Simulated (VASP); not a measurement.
# HfSi4 (Fd-3m) in VASP: notebook

The runs below take HfSi4 through single point, relaxation of cell and atoms, with PBE.

Program: VASP 6.6.1. These are calculated values, not measurements. Logs are shortened: lines on timing, memory, paths and dates and some standing lists are left out, and cuts for length are marked.

## 1. The cell of the first run

The structure is cubic, space group Fd-3m (No. 227). Conventional cell: a = 9.418 Å, b = 9.418 Å, c = 9.418 Å, α = 90.00°, β = 90.00°, γ = 90.00°. Hf (site symmetry -43m) has 4 Si at 2.61 Å within 3.4 Å. Within 3.2 Å of Si (site symmetry 3m) lie 3 Si at 2.39 Å and 1 Hf at 2.61 Å.

The cell was generated, and may not be a known phase.

## 2. Single point, PBE

Input file INCAR:

```
PREC = Accurate
ENCUT = 520
EDIFF = 1E-7
ISMEAR = 0
SIGMA = 0.1
LREAL = F
LASPH = T
NELM = 60
ALGO = Normal
ISIF = 2
LWAVE = F
LCHARG = T
GGA = PE
LELF = T
LVHAR = T
NBANDS = 37
```

Input file KPOINTS:

```
Automatic mesh
0
Gamma
  4 4 4
```

Input file POSCAR:

```
HfSi4
1.0
    0.0000000000      4.7087615959      4.7087615959
    4.7087615959      0.0000000000      4.7087615959
    4.7087615959      4.7087615959      0.0000000000
Hf Si
2 8
Direct
    0.0000000000      0.0000000000      0.0000000000
    0.2500000000      0.2500000000      0.2500000000
    0.4101246175      0.4101246175      0.4101246175
    0.4101246175      0.4101246175      0.7696261475
    0.4101246175      0.7696261475      0.4101246175
    0.8398753825      0.8398753825      0.4803738525
    0.8398753825      0.8398753825      0.8398753825
    0.7696261475      0.4101246175      0.4101246175
    0.8398753825      0.4803738525      0.8398753825
    0.4803738525      0.8398753825      0.8398753825
```

Potentials or basis: VASP PAW PBE potentials, release 64 (Hf_pv, Si).

Command:

```bash
> cat potpaw_PBE.64/Hf_pv/POTCAR potpaw_PBE.64/Si/POTCAR > POTCAR
> mpirun -np 1 vasp_std > vasp.out
```

OUTCAR:

```text
PREC = Accurate
   ENCUT = 520
   EDIFF = 1E-7
   ISMEAR = 0
   LREAL = F
   LASPH = T
   NELM = 60
   ISIF = 2
   GGA = PE

 ion  position               nearest neighbor table
   1  0.000  0.000  0.000-   6 2.61   9 2.61  10 2.61   7 2.61
   2  0.250  0.250  0.250-   4 2.61   5 2.61   8 2.61   3 2.61
   3  0.410  0.410  0.410-   4 2.39   5 2.39   8 2.39   2 2.61
   4  0.410  0.410  0.770-   3 2.39   5 2.39   8 2.39   2 2.61
   5  0.410  0.770  0.410-   3 2.39   4 2.39   8 2.39   2 2.61
   6  0.840  0.840  0.480-   7 2.39   9 2.39  10 2.39   1 2.61
   7  0.840  0.840  0.840-   6 2.39   9 2.39  10 2.39   1 2.61
   8  0.770  0.410  0.410-   3 2.39   4 2.39   5 2.39   2 2.61
   9  0.840  0.480  0.840-   6 2.39   7 2.39  10 2.39   1 2.61
  10  0.480  0.840  0.840-   6 2.39   7 2.39   9 2.39   1 2.61

  LATTYP: Found a face centered cubic cell.
 ALAT       =     9.4175231918

  Lattice vectors:

 A1 = (   0.0000000000,   4.7087615959,   4.7087615959)
 A2 = (   4.7087615959,   0.0000000000,   4.7087615959)
 A3 = (   4.7087615959,   4.7087615959,   0.0000000000)

Analysis of symmetry for initial positions (statically):
=====================================================================
 Subroutine PRICEL returns:
 Original cell was already a primitive cell.

 Routine SETGRP: Setting up the symmetry group for a
 face centered cubic supercell.

 Subroutine GETGRP returns: Found 48 space group operations
 (whereof 24 operations were pure point group operations)
 out of a pool of 48 trial point group operations.

The static configuration has the point symmetry T_d .
 The point group associated with its full space group is O_h .

Analysis of symmetry for dynamics (positions and initial velocities):
=====================================================================
 Subroutine PRICEL returns:
 Original cell was already a primitive cell.

 Routine SETGRP: Setting up the symmetry group for a
 face centered cubic supercell.

 Subroutine GETGRP returns: Found 48 space group operations
 (whereof 24 operations were pure point group operations)
 out of a pool of 48 trial point group operations.

The dynamic configuration has the point symmetry T_d .
 The point group associated with its full space group is O_h .

 Subroutine INISYM returns: Found 48 space group operations
 (whereof 24 operations are pure point group operations),
 and found     1 'primitive' translations

----------------------------------------------------------------------------------------

                                     Primitive cell

  volume of cell :     208.8094

  direct lattice vectors                    reciprocal lattice vectors
     0.000000000  4.708761596  4.708761596    -0.106185032  0.106185032  0.106185032
     4.708761596  0.000000000  4.708761596     0.106185032 -0.106185032  0.106185032
     4.708761596  4.708761596  0.000000000     0.106185032  0.106185032 -0.106185032

  length of vectors
     6.659194511  6.659194511  6.659194511     0.183917870  0.183917870  0.183917870

  position of ions in fractional coordinates (direct lattice)
     0.000000000  0.000000000  0.000000000
     0.250000000  0.250000000  0.250000000
     0.410124618  0.410124618  0.410124618
     0.410124618  0.410124618  0.769626147
     0.410124618  0.769626147  0.410124618
     0.839875382  0.839875382  0.480373853
     0.839875382  0.839875382  0.839875382
     0.769626147  0.410124618  0.410124618
     0.839875382  0.480373853  0.839875382
     0.480373853  0.839875382  0.839875382

  ion indices of the primitive-cell ions
   primitive index   ion index
                 1           1
                 2           2
                 3           3
                 4           4
                 5           5
                 6           6
                 7           7
                 8           8
                 9           9
                10          10

----------------------------------------------------------------------------------------

 KPOINTS: Automatic mesh

Automatic generation of k-mesh.
 Grid dimensions read from file:
 generate k-points for:    4    4    4

 Generating k-lattice:

  Cartesian coordinates                     Fractional coordinates (reciprocal lattice)
    -0.026546258  0.026546258  0.026546258     0.250000000  0.000000000  0.000000000
     0.026546258 -0.026546258  0.026546258     0.000000000  0.250000000  0.000000000
     0.026546258  0.026546258 -0.026546258     0.000000000  0.000000000  0.250000000

  Length of vectors
     0.045979468  0.045979468  0.045979468

  Shift w.r.t. Gamma in fractional coordinates (k-lattice)
     0.000000000  0.000000000  0.000000000

 Subroutine IBZKPT returns following result:
 ===========================================

 Found      8 irreducible k-points:

 Following reciprocal coordinates:
            Coordinates               Weight
  0.000000  0.000000  0.000000      1.000000
  0.250000  0.000000  0.000000      8.000000
  0.500000  0.000000  0.000000      4.000000
  0.250000  0.250000  0.000000      6.000000
  0.500000  0.250000  0.000000     24.000000
 -0.250000  0.250000  0.000000     12.000000
  0.500000  0.500000  0.000000      3.000000
 -0.250000  0.500000  0.250000      6.000000
   k-points           NKPTS =      8   k-points in BZ     NKDIM =      8   number of bands    NBANDS=     37
   number of dos      NEDOS =    301   number of ions     NIONS =     10
   total plane-waves  NPLWV = 125000
   dimension x,y,z NGX =    50 NGY =   50 NGZ =   50
   dimension x,y,z NGXF=   100 NGYF=  100 NGZF=  100
   ions per type =               2   8
   NGX,Y,Z   is equivalent  to a cutoff of  12.48, 12.48, 12.48 a.u.
   NGXF,Y,Z  is equivalent  to a cutoff of  24.96, 24.96, 24.96 a.u.
 SYSTEM =  unknown system
   PREC   = accura    normal or accurate (medium, high low for compatibility)
   ISTART =      0    job   : 0-new  1-cont  2-samecut
   ICHARG =      2    charge: 1-file 2-atom 10-const
   ISPIN  =      1    spin polarized calculation?
   LNONCOLLINEAR =      F non collinear calculations
   LSORBIT =      F    spin-orbit coupling
   LASPH  =      T    aspherical Exc in radial PAW
   ENCUT  =  520.0 eV  38.22 Ry    6.18 a.u.  12.38 12.38 12.38*2*pi/ulx,y,z
   NELM   =     60;   NELMIN=  2; NELMDL= -5     # of ELM steps
   EDIFF  = 0.1E-06   stopping-criterion for ELM
   LREAL  =      F    real-space projection
   EDIFFG = 0.1E-05   stopping-criterion for IOM
   NSW    =      0    number of steps for IOM
   IBRION =     -1    ionic relax: 0-MD 1-quasi-New 2-CG
   NFREE  =      0    steps in history (QN), initial steepest desc. (CG)
   ISIF   =      2    stress and relaxation
   ISYM   =      2    0-nonsym 1-usesym 2-fastsym
   POTIM  = 0.5000    time-step for ionic-motion
   TEBEG  =    0.0;   TEEND  =   0.0 temperature during run
   PSTRESS=    0.0 pullay stress
   NELECT =      52.0000    total number of electrons
   NUPDOWN=      -1.0000    fix difference up-down
   EMIN   =  10.00;   EMAX   =-10.00  energy-range for DOS
   EFERMI =   0.00;   METHOD = LEGACY
   ISMEAR =     0;   SIGMA  =   0.10  broadening in eV -4-tet -1-fermi 0-gaus
   EFERMI_NEDOS =   21; number of points for ismear=-14 and -15
   IALGO  =     38    algorithm
   IMIX   =      4    mixing-type and parameters
     AMIX     =   0.40;   BMIX     =  1.00
     AMIX_MAG =   1.60;   BMIX_MAG =  1.00
  volume/ion in A,a.u.               =      20.88       140.91
  Fermi-wavevector in a.u.,A,eV,Ry     =   1.029973  1.946367 14.433669  1.060845
  Thomas-Fermi vector in A             =   2.164048
   LORBIT       =      0    0 simple, 1 ext, 2 COOP (PROOUT), +10 PAW based schemes
   GGA     = PE    functional components
   LHFCALC =     F    Hartree Fock is set to
   AEXX    =    0.0000 exact exchange contribution
   IVDW    =     0    specifies the selected vdW correction
   LEPSILON=     F    determine dielectric tensor
   LRPA    =     F    only Hartree local field effects (RPA)
 non-spin polarized calculation
 Gauss-broadening in eV      SIGMA  =   0.10
  energy-cutoff  :      520.00
  volume of cell :      208.81
 maximum number of plane-waves:      5658
 NGX is ok and might be reduce to    50
   NGX = 25   NGY = 25   NGZ = 25

 number of electron      51.9999997 magnetization

 Free energy of the ion-electron system (eV)
  ---------------------------------------------------
  ext. energy  EPLUGINS =         0.00000000
  ---------------------------------------------------
  free energy    TOTEN  =       -57.86620438 eV

  energy without entropy =      -57.83083028  energy(sigma->0) =      -57.84851733

 E-fermi :   5.4649     XC(G=0):  -9.9111

 val. band max:        5.4487153390   @ k =  -0.2500   0.2500   0.0000
 cond. band min:       5.4675373861   @ k =   0.5000   0.5000   0.0000
 fundamental gap:      0.0188220472
 Fermi energy:         5.4649345170

 k-point     1 :       0.0000    0.0000    0.0000
  band No.  band energies     occupation
      1     -25.6299      2.00000
      2     -25.6299      2.00000
      3     -25.6299      2.00000
      4     -25.6162      2.00000
      5     -25.6162      2.00000
      6     -25.6162      2.00000
[... 29 lines left out ...]
     36       8.2154      0.00000
     37       8.3397      0.00000

 k-point     2 :       0.2500    0.0000    0.0000
  band No.  band energies     occupation
      1     -25.6306      2.00000
      2     -25.6306      2.00000
      3     -25.6296      2.00000
      4     -25.6167      2.00000
      5     -25.6155      2.00000
      6     -25.6155      2.00000
[... 29 lines left out ...]
     36       8.4260      0.00000
     37       8.4448      0.00000

 k-point     3 :       0.5000    0.0000    0.0000
  band No.  band energies     occupation
      1     -25.6312      2.00000
      2     -25.6312      2.00000
      3     -25.6292      2.00000
      4     -25.6171      2.00000
      5     -25.6149      2.00000
      6     -25.6149      2.00000
[... 29 lines left out ...]
     36       8.4780      0.00000
     37       8.6384      0.00000

 k-point     4 :       0.2500    0.2500    0.0000
  band No.  band energies     occupation
      1     -25.6313      2.00000
      2     -25.6313      2.00000
      3     -25.6279      2.00000
      4     -25.6183      2.00000
      5     -25.6148      2.00000
      6     -25.6148      2.00000
[... 29 lines left out ...]
     36       7.9002      0.00000
     37       8.7403      0.00000

 k-point     5 :       0.5000    0.2500    0.0000
  band No.  band energies     occupation
      1     -25.6324      2.00000
      2     -25.6319      2.00000
      3     -25.6263      2.00000
      4     -25.6199      2.00000
      5     -25.6143      2.00000
      6     -25.6138      2.00000
[... 29 lines left out ...]
     36       8.3668      0.00000
     37       8.8716      0.00000

 k-point     6 :      -0.2500    0.2500    0.0000
  band No.  band energies     occupation
      1     -25.6323      2.00000
      2     -25.6312      2.00000
      3     -25.6275      2.00000
      4     -25.6187      2.00000
      5     -25.6149      2.00000
      6     -25.6140      2.00000
[... 29 lines left out ...]
     36       8.7067      0.00000
     37       8.8148      0.00000

 k-point     7 :       0.5000    0.5000    0.0000
  band No.  band energies     occupation
      1     -25.6325      2.00000
      2     -25.6325      2.00000
      3     -25.6231      2.00000
      4     -25.6231      2.00000
      5     -25.6136      2.00000
      6     -25.6136      2.00000
[... 29 lines left out ...]
     36       8.0408      0.00000
     37       8.5669      0.00000

 k-point     8 :      -0.2500    0.5000    0.2500
  band No.  band energies     occupation
      1     -25.6326      2.00000
      2     -25.6326      2.00000
      3     -25.6231      2.00000
      4     -25.6231      2.00000
      5     -25.6136      2.00000
      6     -25.6136      2.00000
[... 29 lines left out ...]
     36       8.4197      0.00000
     37       8.4732      0.00000

------------------------ aborting loop because EDIFF is reached ----------------------------------------

  FORCE on cell =-STRESS in cart. coord.  units (eV):
  Direction    XX          YY          ZZ          XY          YZ          ZX
  --------------------------------------------------------------------------------------
  -------------------------------------------------------------------------------------
  Total       -0.4084076     -0.4084076     -0.4084076      0.0000000      0.0000000     -0.0000000
  in kB       -3.1336774     -3.1336774     -3.1336774      0.0000000      0.0000000     -0.0000000
  external PRESSURE =      -3.1336774 kB  Pullay stress =       0.0000000 kB

 VOLUME and BASIS-vectors are now :
 -----------------------------------------------------------------------------
  energy-cutoff  :      520.00
  volume of cell :      208.81
      direct lattice vectors                 reciprocal lattice vectors
     0.000000000  4.708761596  4.708761596    -0.106185032  0.106185032  0.106185032
     4.708761596  0.000000000  4.708761596     0.106185032 -0.106185032  0.106185032
     4.708761596  4.708761596  0.000000000     0.106185032  0.106185032 -0.106185032

 POSITION                                       TOTAL-FORCE (eV/Angst)
 -----------------------------------------------------------------------------------
      0.00000      0.00000      0.00000        -0.000000     -0.000000     -0.000000
      2.35438      2.35438      2.35438        -0.000000     -0.000000     -0.000000
      3.86236      3.86236      3.86236         0.006599      0.006599      0.006599
      5.55517      5.55517      3.86236        -0.006599     -0.006599      0.006599
      5.55517      3.86236      5.55517        -0.006599      0.006599     -0.006599
      6.21674      6.21674      7.90955         0.006599      0.006599     -0.006599
      7.90955      7.90955      7.90955        -0.006599     -0.006599     -0.006599
      3.86236      5.55517      5.55517         0.006599     -0.006599     -0.006599
      6.21674      7.90955      6.21674         0.006599     -0.006599      0.006599
      7.90955      6.21674      6.21674        -0.006599      0.006599      0.006599
 -----------------------------------------------------------------------------------
    total drift:                               -0.000000      0.000000      0.000000

  FREE ENERGIE OF THE ION-ELECTRON SYSTEM (eV)
  ---------------------------------------------------
  free  energy   TOTEN  =       -57.8662043848 eV

  energy  without entropy=      -57.8308302766  energy(sigma->0) =      -57.84851733
```

Wall time 3.6 min (1 thread of AMD EPYC, shared host); peak memory 0.32 GiB.

Results:

```
Free energy            : -57.8662 eV
Pressure               : -0.3 GPa
Largest force          : 0.011 eV/Å
Band gap on the k mesh : zero (bands 26 and 27 overlap by 0.07 eV)
```

Forces in eV/Å, atoms in the order of the input:
```
Hf   0.000  0.000  0.000
Hf   0.000  0.000  0.000
Si   0.007  0.007  0.007
Si  -0.007 -0.007  0.007
Si  -0.007  0.007 -0.007
Si   0.007  0.007 -0.007
Si  -0.007 -0.007 -0.007
Si   0.007 -0.007 -0.007
Si   0.007 -0.007  0.007
Si  -0.007  0.007  0.007
```

Caveat: spin-orbit coupling is left out, which moves the levels of the heavy elements.

## 3. Single point, PBE

This run uses another cell than the first one, of 21.45 Å³/atom.

Input file INCAR:

```
PREC = Accurate ; ENCUT = 520
EDIFF = 1E-6 ; ISMEAR = 0
SIGMA = 0.1 ; LREAL = False
LASPH = True ; NELM = 100
ALGO = Normal ; ISIF = 2
LWAVE = False ; LCHARG = False
GGA = PE ; NBANDS = 37
```

Input file KPOINTS:

```
regular mesh
0
Gamma
  4 4 4
```

Input file POSCAR:

```
HfSi4
1.0
    0.0000000000      4.7508771300      4.7508771300
    4.7508771300      0.0000000000      4.7508771300
    4.7508771300      4.7508771300      0.0000000000
Hf Si
2 8
Direct
    0.0000000000      0.0000000000      0.0000000000
    0.2500000000      0.2500000000      0.2500000000
    0.3761259900      0.3761259900      0.3761259900
    0.3761259900      0.3761259900      0.8716220300
    0.3761259900      0.8716220300      0.3761259900
    0.8738740100      0.8738740100      0.3783779700
    0.8738740100      0.8738740100      0.8738740100
    0.8716220300      0.3761259900      0.3761259900
    0.8738740100      0.3783779700      0.8738740100
    0.3783779700      0.8738740100      0.8738740100
```

Potentials or basis: VASP PAW PBE potentials, release 64 (Hf_pv, Si).

Command:

```bash
> cat potpaw_PBE.64/Hf_pv/POTCAR potpaw_PBE.64/Si/POTCAR > POTCAR
> mpirun -np 1 vasp_std > vasp.out
```

It took 2.9 min on 1 thread of AMD EPYC, shared host; peak memory 0.32 GiB.

It converged, with:

```yaml
Free_energy: -35.6594 eV
Pressure: 25.4 GPa
Largest_force: 9.844 eV/Å
Band_gap_on_the_k_mesh: zero (bands 26 and 27 overlap by 0.24 eV)
```

Forces in eV/Å, atoms in the order of the input:
```
Hf   0.000  0.000  0.000
Hf   0.000  0.000  0.000
Si   5.684  5.684  5.684
Si  -5.684 -5.684  5.684
Si  -5.684  5.684 -5.684
Si   5.684  5.684 -5.684
Si  -5.684 -5.684 -5.684
Si   5.684 -5.684 -5.684
Si   5.684 -5.684  5.684
Si  -5.684  5.684  5.684
```

Levels at points of the mesh, in eV from the Fermi level:
| k point | band 24 | band 25 | band 26 | band 27 | band 28 | band 29 |
| --- | --- | --- | --- | --- | --- | --- |
| (0.00, 0.00, 0.00) | -0.39 | -0.27 | -0.27 | 0.25 | 0.25 | 0.25 |
| (0.50, 0.00, 0.00) | -1.06 | -0.56 | -0.56 | 0.51 | 0.51 | 0.60 |
| (0.50, 0.50, 0.00) | -0.55 | -0.10 | -0.10 | -0.09 | -0.09 | -0.02 |

Caveat: the cell stands under pressure; spin-orbit coupling is left out, which moves the levels of the heavy elements; forces of over 1 eV/Å act on the atoms, so gaps and moduli don't describe the material at rest.

## 4. Single point, PBE

This run uses another cell than the first one, of 20.80 Å³/atom.

Input file INCAR:

```
SYSTEM = HfSi4
ALGO     = Normal         ! electronic algorithm
EDIFF    = 1E-6           ! SCF threshold, eV
ENCUT    = 520            ! plane-wave cutoff, eV
GGA      = PE             ! functional
ISIF     = 2              ! what is computed and relaxed
ISMEAR   = 0              ! smearing method
LASPH    = .TRUE.         ! aspherical terms in the spheres
LCHARG   = .FALSE.        ! write CHGCAR
LREAL    = .FALSE.        ! projectors in reciprocal space
LWAVE    = .FALSE.        ! write WAVECAR
NBANDS   = 37             ! bands
NELM     = 80             ! most SCF steps
PREC     = Accurate       ! precision mode
SIGMA    = 0.1            ! smearing width, eV
```

Input file KPOINTS:

```
k-points
0
G
  8 8 8
  0 0 0
```

Input file POSCAR:

```
HfSi4
1.0
    0.0000000000      4.7024088125      4.7024088125
    4.7024088125      0.0000000000      4.7024088125
    4.7024088125      4.7024088125      0.0000000000
Hf Si
2 8
Direct
    0.5000000000      0.5000000000      0.5000000000
    0.7500000000      0.7500000000      0.7500000000
    0.9100456643      0.9100456643      0.9100456643
    0.9100456643      0.9100456643      0.2698630070
    0.9100456643      0.2698630070      0.9100456643
    0.3399543357      0.3399543357      0.9801369930
    0.3399543357      0.3399543357      0.3399543357
    0.2698630070      0.9100456643      0.9100456643
    0.3399543357      0.9801369930      0.3399543357
    0.9801369930      0.3399543357      0.3399543357
```

Command:

```bash
> cat potpaw_PBE.64/Hf_pv/POTCAR potpaw_PBE.64/Si/POTCAR > POTCAR
> mpirun -np 1 vasp_std > vasp.out
```

Wall time 8.6 min (1 thread of AMD EPYC, shared host); peak memory 0.41 GiB.

The run converged. Its results:

* Free energy: -58.0226 eV
* Pressure: -0.1 GPa
* Largest force: 0.015 eV/Å
* Band gap on the k mesh: zero (bands 26 and 27 overlap by 0.29 eV)

Forces in eV/Å, atoms in the order of the input:
```
Hf   0.000  0.000  0.000
Hf   0.000  0.000  0.000
Si   0.009  0.009  0.009
Si  -0.009 -0.009  0.009
Si  -0.009  0.009 -0.009
Si   0.009  0.009 -0.009
Si  -0.009 -0.009 -0.009
Si   0.009 -0.009 -0.009
Si   0.009 -0.009  0.009
Si  -0.009  0.009  0.009
```

Levels at points of the mesh, in eV from the Fermi level:
```tsv
k point	band 24	band 25	band 26	band 27	band 28	band 29
(0.00, 0.00, 0.00)	-0.36	-0.02	-0.02	-0.02	1.58	1.58
(0.50, 0.00, 0.00)	-0.59	-0.43	-0.43	0.50	0.50	1.46
(0.50, 0.50, 0.00)	-1.21	-0.31	-0.31	0.01	0.01	0.66
```

Caveat: spin-orbit coupling is left out, which moves the levels of the heavy elements.

[end of part 1 of 2]

The gap in the log of VASP goes by the Fermi energy; the results here count the filled bands.